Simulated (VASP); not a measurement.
# MnFe2N2 (P-3m1) in VASP: a series of runs

Runs on MnFe2N2. Level: PBE. Tasks: single point, relaxation of cell and atoms.

Program: VASP 6.6.1. These are calculated values, not measurements. Logs are shortened: lines on timing, memory, paths and dates and some standing lists are left out, and cuts for length are marked.

### Step 1. The cell of the first run

It takes space group P-3m1 (No. 164, trigonal). Conventional cell: a = 2.900 Å, b = 2.900 Å, c = 6.042 Å, α = 90.00°, β = 90.00°, γ = 120.00°. Within 2.7 Å of Mn (site symmetry -3m) lie 6 N at 2.07 Å and 6 Fe at 2.60 Å. Within 2.5 Å of Fe (site symmetry 3m) lie 3 N at 1.85 Å. Within 2.5 Å of N (site symmetry 3m) lie 3 Fe at 1.85 Å and 3 Mn at 2.07 Å.

### Step 2. Single point, PBE

INCAR reads:

```
SYSTEM = MnFe2N2
  PREC = Accurate
  ENCUT = 520
  EDIFF = 1E-6
  ISMEAR = 0
  SIGMA = 0.1
  LREAL = .False.
  LASPH = .True.
  NELM = 80
  ALGO = Normal
  ISIF = 2
  LWAVE = .False.
  LCHARG = .True.
  GGA = PE
  LELF = .True.
  LVHAR = .True.
  NBANDS = 28
```

KPOINTS reads:

```
regular mesh
0
Gamma
  12 12 6
  0 0 0
```

POSCAR reads:

```
MnFe2N2
1.0
    2.9001885110      0.0000000000      0.0000000000
   -1.4500942555      2.5116369263      0.0000000000
    0.0000000000      0.0000000000      6.0417757574
Mn Fe N
1 2 2
Direct
    0.0000000000      0.0000000000      0.5000000000
    0.6666666667      0.3333333333      0.1699427790
    0.3333333333      0.6666666667      0.8300572210
    0.6666666667      0.3333333333      0.7000784412
    0.3333333333      0.6666666667      0.2999215588
```

Potentials or basis: VASP PAW PBE potentials, release 64 (Mn_pv, Fe, N).

Launch:

```console
> cat potpaw_PBE.64/Mn_pv/POTCAR potpaw_PBE.64/Fe/POTCAR potpaw_PBE.64/N/POTCAR > POTCAR
> mpirun -np 1 vasp_std > vasp.out
```

OUTCAR:

```text
SYSTEM = MnFe2N2
   PREC = Accurate
   ENCUT = 520
   EDIFF = 1E-6
   ISMEAR = 0
   LREAL = .False.
   LASPH = .True.
   NELM = 80
   ISIF = 2
   GGA = PE

 ion  position               nearest neighbor table
   1  0.000  0.000  0.500-   4 2.07   5 2.07   4 2.07   5 2.07   4 2.07   5 2.07   2 2.60   3 2.60
                             3 2.60   2 2.60   2 2.60   3 2.60
   2  0.667  0.333  0.170-   5 1.85   5 1.85   5 1.85   1 2.60   1 2.60   1 2.60   3 2.65   3 2.65
                             3 2.65
   3  0.333  0.667  0.830-   4 1.85   4 1.85   4 1.85   1 2.60   1 2.60   1 2.60   2 2.65   2 2.65
                             2 2.65
   4  0.667  0.333  0.700-   3 1.85   3 1.85   3 1.85   1 2.07   1 2.07   1 2.07
   5  0.333  0.667  0.300-   2 1.85   2 1.85   2 1.85   1 2.07   1 2.07   1 2.07

  LATTYP: Found a hexagonal cell.
 ALAT       =     2.9001885110
 C/A-ratio  =     2.0832355326

  Lattice vectors:

 A1 = (   2.9001885110,   0.0000000000,   0.0000000000)
 A2 = (  -1.4500942555,   2.5116369263,   0.0000000000)
 A3 = (   0.0000000000,   0.0000000000,   6.0417757574)

Analysis of symmetry for initial positions (statically):
=====================================================================
 Subroutine PRICEL returns:
 Original cell was already a primitive cell.

 Routine SETGRP: Setting up the symmetry group for a
 hexagonal supercell.

 Subroutine GETGRP returns: Found 12 space group operations
 (whereof 12 operations were pure point group operations)
 out of a pool of 24 trial point group operations.

The static configuration has the point symmetry D_3d.

Analysis of symmetry for dynamics (positions and initial velocities):
=====================================================================
 Subroutine PRICEL returns:
 Original cell was already a primitive cell.

 Routine SETGRP: Setting up the symmetry group for a
 hexagonal supercell.

 Subroutine GETGRP returns: Found 12 space group operations
 (whereof 12 operations were pure point group operations)
 out of a pool of 24 trial point group operations.

The dynamic configuration has the point symmetry D_3d.

 Subroutine INISYM returns: Found 12 space group operations
 (whereof 12 operations are pure point group operations),
 and found     1 'primitive' translations

----------------------------------------------------------------------------------------

                                     Primitive cell

  volume of cell :      44.0096

  direct lattice vectors                    reciprocal lattice vectors
     2.900188511  0.000000000  0.000000000     0.344805173  0.199073359  0.000000000
    -1.450094256  2.511636926  0.000000000     0.000000000  0.398146718  0.000000000
     0.000000000  0.000000000  6.041775757     0.000000000  0.000000000  0.165514253

  length of vectors
     2.900188511  2.900188511  6.041775757     0.398146718  0.398146718  0.165514253

  position of ions in fractional coordinates (direct lattice)
     0.000000000  0.000000000  0.500000000
     0.666666667  0.333333333  0.169942779
     0.333333333  0.666666667  0.830057221
     0.666666667  0.333333333  0.700078441
     0.333333333  0.666666667  0.299921559

  ion indices of the primitive-cell ions
   primitive index   ion index
                 1           1
                 2           2
                 3           3
                 4           4
                 5           5

----------------------------------------------------------------------------------------

 KPOINTS: regular mesh

Automatic generation of k-mesh.
 Grid dimensions read from file:
 generate k-points for:   12   12    6

 Generating k-lattice:

  Cartesian coordinates                     Fractional coordinates (reciprocal lattice)
     0.028733764  0.016589447  0.000000000     0.083333333  0.000000000  0.000000000
     0.000000000  0.033178893  0.000000000     0.000000000  0.083333333  0.000000000
     0.000000000  0.000000000  0.027585709     0.000000000  0.000000000  0.166666667

  Length of vectors
     0.033178893  0.033178893  0.027585709

  Shift w.r.t. Gamma in fractional coordinates (k-lattice)
     0.000000000  0.000000000  0.000000000

 Subroutine IBZKPT returns following result:
 ===========================================

 Found    100 irreducible k-points:

 Following reciprocal coordinates:
            Coordinates               Weight
  0.000000  0.000000  0.000000      1.000000
  0.083333  0.000000  0.000000      6.000000
  0.166667 -0.000000  0.000000      6.000000
  0.250000  0.000000  0.000000      6.000000
  0.333333  0.000000  0.000000      6.000000
  0.416667 -0.000000  0.000000      6.000000
[... 16 lines left out ...]
  0.166667 -0.000000  0.166667      6.000000
  0.000000  0.166667  0.166667      6.000000
 [... further k-points ...]
   k-points           NKPTS =    100   k-points in BZ     NKDIM =    100   number of bands    NBANDS=     28
   number of dos      NEDOS =    301   number of ions     NIONS =      5
   total plane-waves  NPLWV =  27648
   dimension x,y,z NGX =    24 NGY =   24 NGZ =   48
   dimension x,y,z NGXF=    48 NGYF=   48 NGZF=   96
   ions per type =               1   2   2
   NGX,Y,Z   is equivalent  to a cutoff of  13.76, 13.76, 13.21 a.u.
   NGXF,Y,Z  is equivalent  to a cutoff of  27.51, 27.51, 26.42 a.u.
 SYSTEM =  MnFe2N2
   PREC   = accura    normal or accurate (medium, high low for compatibility)
   ISTART =      0    job   : 0-new  1-cont  2-samecut
   ICHARG =      2    charge: 1-file 2-atom 10-const
   ISPIN  =      1    spin polarized calculation?
   LNONCOLLINEAR =      F non collinear calculations
   LSORBIT =      F    spin-orbit coupling
   LASPH  =      T    aspherical Exc in radial PAW
   ENCUT  =  520.0 eV  38.22 Ry    6.18 a.u.   5.39  5.39 11.23*2*pi/ulx,y,z
   NELM   =     80;   NELMIN=  2; NELMDL= -5     # of ELM steps
   EDIFF  = 0.1E-05   stopping-criterion for ELM
   LREAL  =      F    real-space projection
   EDIFFG = 0.1E-04   stopping-criterion for IOM
   NSW    =      0    number of steps for IOM
   IBRION =     -1    ionic relax: 0-MD 1-quasi-New 2-CG
   NFREE  =      0    steps in history (QN), initial steepest desc. (CG)
   ISIF   =      2    stress and relaxation
   ISYM   =      2    0-nonsym 1-usesym 2-fastsym
   POTIM  = 0.5000    time-step for ionic-motion
   TEBEG  =    0.0;   TEEND  =   0.0 temperature during run
   PSTRESS=    0.0 pullay stress
   NELECT =      39.0000    total number of electrons
   NUPDOWN=      -1.0000    fix difference up-down
   EMIN   =  10.00;   EMAX   =-10.00  energy-range for DOS
   EFERMI =   0.00;   METHOD = LEGACY
   ISMEAR =     0;   SIGMA  =   0.10  broadening in eV -4-tet -1-fermi 0-gaus
   EFERMI_NEDOS =   21; number of points for ismear=-14 and -15
   IALGO  =     38    algorithm
   IMIX   =      4    mixing-type and parameters
     AMIX     =   0.40;   BMIX     =  1.00
     AMIX_MAG =   1.60;   BMIX_MAG =  1.00
  volume/ion in A,a.u.               =       8.80        59.40
  Fermi-wavevector in a.u.,A,eV,Ry     =   1.572463  2.971524 33.642313  2.472640
  Thomas-Fermi vector in A             =   2.673894
   LORBIT       =      0    0 simple, 1 ext, 2 COOP (PROOUT), +10 PAW based schemes
   GGA     = PE    functional components
   LHFCALC =     F    Hartree Fock is set to
   AEXX    =    0.0000 exact exchange contribution
   IVDW    =     0    specifies the selected vdW correction
   LEPSILON=     F    determine dielectric tensor
   LRPA    =     F    only Hartree local field effects (RPA)
 non-spin polarized calculation
 Gauss-broadening in eV      SIGMA  =   0.10
  energy-cutoff  :      520.00
  volume of cell :       44.01
 maximum number of plane-waves:      1235
 NGX is ok and might be reduce to    24
   NGX = 11   NGY = 11   NGZ = 23

 number of electron      39.0000019 magnetization

 Free energy of the ion-electron system (eV)
  ---------------------------------------------------
  ext. energy  EPLUGINS =         0.00000000
  ---------------------------------------------------
  free energy    TOTEN  =       -41.60796534 eV

  energy without entropy =      -41.57294102  energy(sigma->0) =      -41.59045318

 E-fermi :   8.7836     XC(G=0): -13.4843

 val. band max:        8.7782628739   @ k =   0.5000   0.0000   0.5000
 cond. band min:       8.7857306073   @ k =   0.3333   0.0833   0.5000
 fundamental gap:      0.0074677334
 Fermi energy:         8.7835860627

 k-point     1 :       0.0000    0.0000    0.0000
  band No.  band energies     occupation
      1     -39.8224      2.00000
      2     -39.6896      2.00000
      3     -39.6896      2.00000
      4      -9.5185      2.00000
      5      -8.1815      2.00000
      6      -0.2519      2.00000
[... 20 lines left out ...]
     27      12.4590      0.00000
     28      15.2718      0.00000

 k-point     2 :       0.0833    0.0000    0.0000
  band No.  band energies     occupation
      1     -39.8207      2.00000
      2     -39.6991      2.00000
      3     -39.6918      2.00000
      4      -9.4190      2.00000
      5      -8.1403      2.00000
      6      -0.1129      2.00000
[... 20 lines left out ...]
     27      12.3501      0.00000
     28      15.6868      0.00000

 k-point     3 :       0.1667   -0.0000    0.0000
  band No.  band energies     occupation
      1     -39.8163      2.00000
      2     -39.7252      2.00000
      3     -39.6980      2.00000
      4      -9.1373      2.00000
      5      -8.0286      2.00000
      6       0.2765      2.00000
[... 20 lines left out ...]
     27      12.0867      0.00000
     28      16.6155      0.00000

 k-point     4 :       0.2500    0.0000    0.0000
  band No.  band energies     occupation
      1     -39.8102      2.00000
      2     -39.7606      2.00000
      3     -39.7064      2.00000
      4      -8.7241      2.00000
      5      -7.8786      2.00000
      6       0.7700      2.00000
[... 20 lines left out ...]
     27      11.8946      0.00000
     28      17.2144      0.00000

 k-point     5 :       0.3333    0.0000    0.0000
  band No.  band energies     occupation
      1     -39.8044      2.00000
      2     -39.7955      2.00000
      3     -39.7147      2.00000
      4      -8.2684      2.00000
      5      -7.7329      2.00000
      6       0.5672      2.00000
[... 20 lines left out ...]
     27      12.8206      0.00000
     28      17.0283      0.00000

 k-point     6 :       0.4167   -0.0000    0.0000
  band No.  band energies     occupation
      1     -39.8218      2.00000
      2     -39.7993      2.00000
      3     -39.7209      2.00000
      4      -7.8966      2.00000
      5      -7.6327      2.00000
      6       0.0936      2.00000
[... 463 lines left out ...]
      5      -8.1831      2.00000
      6      -0.0279      2.00000
[... 20 lines left out ...]
     27      12.3791      0.00000
     28      15.4921      0.00000

 k-point    22 :       0.0000    0.0833    0.1667
  band No.  band energies     occupation
      1     -39.8207      2.00000
      2     -39.6992      2.00000
      3     -39.6918      2.00000
      4      -9.3890      2.00000
      5      -8.1839      2.00000
      6      -0.0232      2.00000
[... 20 lines left out ...]
     27      12.2907      0.00000
     28      15.5348      0.00000

 k-point    23 :       0.1667   -0.0000    0.1667
  band No.  band energies     occupation
      1     -39.8163      2.00000
      2     -39.7252      2.00000
      3     -39.6980      2.00000
      4      -9.1122      2.00000
      5      -8.0618      2.00000
      6       0.3143      2.00000
[... 20 lines left out ...]
     27      12.1270      0.00000
     28      16.1705      0.00000

 k-point    24 :       0.0000    0.1667    0.1667
  band No.  band energies     occupation
      1     -39.8163      2.00000
      2     -39.7252      2.00000
      3     -39.6980      2.00000
      4      -9.1091      2.00000
      5      -8.0673      2.00000
      6       0.3593      2.00000
[... 20 lines left out ...]
     27      12.1040      0.00000
     28      16.4552      0.00000

 [... further k-points ...]
[... 5 lines left out ...]
  --------------------------------------------------------------------------------------
  -------------------------------------------------------------------------------------
  Total        0.6769099      0.6769099      0.3309162      0.0000000      0.0000000      0.0000000
  in kB       24.6430108     24.6430108     12.0470542      0.0000000      0.0000000      0.0000000
  external PRESSURE =      20.4443586 kB  Pullay stress =       0.0000000 kB

 VOLUME and BASIS-vectors are now :
 -----------------------------------------------------------------------------
  energy-cutoff  :      520.00
  volume of cell :       44.01
      direct lattice vectors                 reciprocal lattice vectors
     2.900188511  0.000000000  0.000000000     0.344805173  0.199073359  0.000000000
    -1.450094256  2.511636926  0.000000000     0.000000000  0.398146718  0.000000000
     0.000000000  0.000000000  6.041775757     0.000000000  0.000000000  0.165514253

 POSITION                                       TOTAL-FORCE (eV/Angst)
 -----------------------------------------------------------------------------------
      0.00000      0.00000      3.02089        -0.000000      0.000000      0.000000
      1.45009      0.83721      1.02676         0.000000      0.000000     -0.126537
     -0.00000      1.67442      5.01502         0.000000     -0.000000      0.126537
      1.45009      0.83721      4.22972         0.000000      0.000000     -0.084584
     -0.00000      1.67442      1.81206        -0.000000      0.000000      0.084584
 -----------------------------------------------------------------------------------
    total drift:                               -0.000000     -0.000000      0.000000

  FREE ENERGIE OF THE ION-ELECTRON SYSTEM (eV)
  ---------------------------------------------------
  free  energy   TOTEN  =       -41.6079653354 eV

  energy  without entropy=      -41.5729410245  energy(sigma->0) =      -41.59045318
```

Run time: 2.6 min. Hardware: 1 thread of AMD EPYC 7R13, shared host; peak memory 0.23 GiB.

Results:

* Free energy: -41.6080 eV
* Pressure: 2.0 GPa
* Largest force: 0.127 eV/Å
* Band gap on the k mesh: zero (an odd number of electrons rules out a gap without spin polarisation)

Forces in eV/Å, atoms in the order of the input:
```
Mn   0.000  0.000  0.000
Fe   0.000  0.000 -0.127
Fe   0.000  0.000  0.127
N    0.000  0.000 -0.085
N    0.000  0.000  0.085
```

Levels at points of the mesh, in eV from the Fermi level:
| k point | band 17 | band 18 | band 19 | band 20 | band 21 | band 22 |
| --- | --- | --- | --- | --- | --- | --- |
| (0.00, 0.00, 0.00) | -1.00 | -0.86 | -0.86 | -0.40 | -0.40 | 0.62 |
| (0.50, 0.00, 0.00) | -0.56 | -0.31 | -0.18 | -0.05 | 0.13 | 0.40 |
| (0.00, 0.00, 0.50) | -1.63 | -1.21 | -1.21 | 0.13 | 0.13 | 1.06 |
| (0.50, 0.00, 0.50) | -0.60 | -0.54 | -0.40 | -0.39 | -0.01 | 0.29 |

Caveat: the run has no spin polarisation, though such a crystal can be magnetic. With open d or f shells a metallic result of PBE can be an artefact of self-interaction; +U or a hybrid may open a gap.

[end of part 1 of 3]
